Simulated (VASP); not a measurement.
Wanted: the native input for a VASP 6.6.1 run.

```yaml
Task: single point
Functional: r2SCAN
Potentials_or_basis: VASP PAW PBE potentials, release 64 (B, Al, P)
Cutoff: 520 eV
k_mesh: 6 × 4 × 4
Occupations: fermi-dirac, width 0.02 eV
Spin: no spin polarisation
Dipole_correction: no
Further_INCAR_settings: ALGO = Normal; EDIFF = 1e-06; NBANDS = 26
```

The system is Al3BP4.

```
CELL_PARAMETERS angstrom
3.70153 0.00000 0.00000
0.00000 3.72412 5.30275
0.00000 -3.72412 5.30275
ATOMIC_POSITIONS crystal
B 0.00000 0.99754 0.99754
Al 0.50000 0.99953 0.50153
Al 0.50000 0.50153 0.99953
Al 0.00000 0.49753 0.49753
P 0.50000 0.10714 0.10714
P 0.00000 0.11213 0.66068
P 0.00000 0.66068 0.11213
P 0.50000 0.62391 0.62391
```

These files were run (other wordings do the same):

POSCAR

```
Al3BP4
1.0
    3.7015257158      0.0000000000      0.0000000000
    0.0000000000      3.7241193764      5.3027528975
    0.0000000000     -3.7241193764      5.3027528975
B Al P
1 3 4
Direct
    0.0000000000     -0.0024639437     -0.0024639437
    0.5000000000     -0.0004654112      0.5015317901
    0.5000000000      0.5015317901     -0.0004654112
    0.0000000000      0.4975312401      0.4975312401
    0.5000000000      0.1071421695      0.1071421695
    0.0000000000      0.1121258851      0.6606848371
    0.0000000000      0.6606848371      0.1121258851
    0.5000000000      0.6239134330      0.6239134330
```

INCAR.step1

```
SYSTEM = Al3BP4
  PREC = Accurate
  ENCUT = 520
  ISMEAR = -1
  SIGMA = 0.02
  LREAL = .FALSE.
  LASPH = .TRUE.
  NELM = 80
  NBANDS = 26
  GGA = PE
  ALGO = Normal
  EDIFF = 1E-4
  LWAVE = .TRUE.
  LCHARG = .FALSE.
```

INCAR.step2

```
SYSTEM = Al3BP4
  PREC = Accurate
  ENCUT = 520
  EDIFF = 1E-6
  ISMEAR = -1
  SIGMA = 0.02
  LREAL = .FALSE.
  LASPH = .TRUE.
  NELM = 80
  ALGO = Normal
  ISIF = 2
  LWAVE = .FALSE.
  LCHARG = .FALSE.
  METAGGA = R2SCAN
  LMIXTAU = .TRUE.
  NBANDS = 26
  ISTART = 1
```

KPOINTS

```
Automatic mesh
0
G
  6 4 4
  0 0 0
```

Potentials or basis: VASP PAW PBE potentials, release 64 (B, Al, P).

Command:

```bash
$ cat potpaw_PBE.64/B/POTCAR potpaw_PBE.64/Al/POTCAR potpaw_PBE.64/P/POTCAR > POTCAR
$ cp INCAR.step1 INCAR
$ mpirun -np 1 vasp_std > vasp.out
$ cp INCAR.step2 INCAR
$ mpirun -np 1 vasp_std > vasp.out
```

Results of the run:

| Quantity | Value |
| --- | --- |
| Pressure | -0.3 GPa |
| Largest force | 0.022 eV/Å |
| Band gap on the k mesh | 1.29 eV |

Caveat: the PAW data sets were made with another functional, which shifts forces and pressure a little.

Run time: 2.8 min on 1 thread of Intel(R) Xeon(R) 6975P-C (Granite Rapids) (shared host), peak memory 0.3 GiB.
